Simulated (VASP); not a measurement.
A run of VASP 6.6.1:

INCAR

```
SYSTEM = Pd
  PREC = Accurate
  ENCUT = 600
  EDIFF = 1E-6
  ISMEAR = -1
  SIGMA = 0.08
  LREAL = .FALSE.
  LASPH = .TRUE.
  NELM = 80
  ALGO = Normal
  ISIF = 3
  LWAVE = .FALSE.
  LCHARG = .FALSE.
  GGA = PE
  IBRION = 2
  NSW = 60
  EDIFFG = -0.005
  PSTRESS = 220.0
```

The input KPOINTS:

```
Automatic mesh
0
G
  9 9 12
  0 0 0
```

The input POSCAR:

```
Pd
1.0
    4.2668672546      0.0000000000      0.0000000000
   -2.1334336273      3.6952154370      0.0000000000
    0.0000000000      0.0000000000      2.6454576978
Pd
3
Direct
    0.0000000000      0.0000000000      0.0000000000
    0.3333333333      0.6666666667      0.5000000000
    0.6666666667      0.3333333333      0.5000000000
```

Potentials or basis: VASP PAW PBE potentials, release 64 (Pd).

Command:

```bash
$ cat potpaw_PBE.64/Pd/POTCAR > POTCAR
$ mpirun -np 1 vasp_std > vasp.out
```

Hardware: 1 thread of Intel(R) Xeon(R) Platinum 8488C (Sapphire Rapids) (shared host).

**Question.** How long does it take, and how much memory?

**Answer.** Run time: 4.9 min on 1 thread of Intel(R) Xeon(R) Platinum 8488C (Sapphire Rapids), with other jobs on the host, peak memory 0.23 GiB. Counts: scf iterations 73, k points 84, ion steps 9.
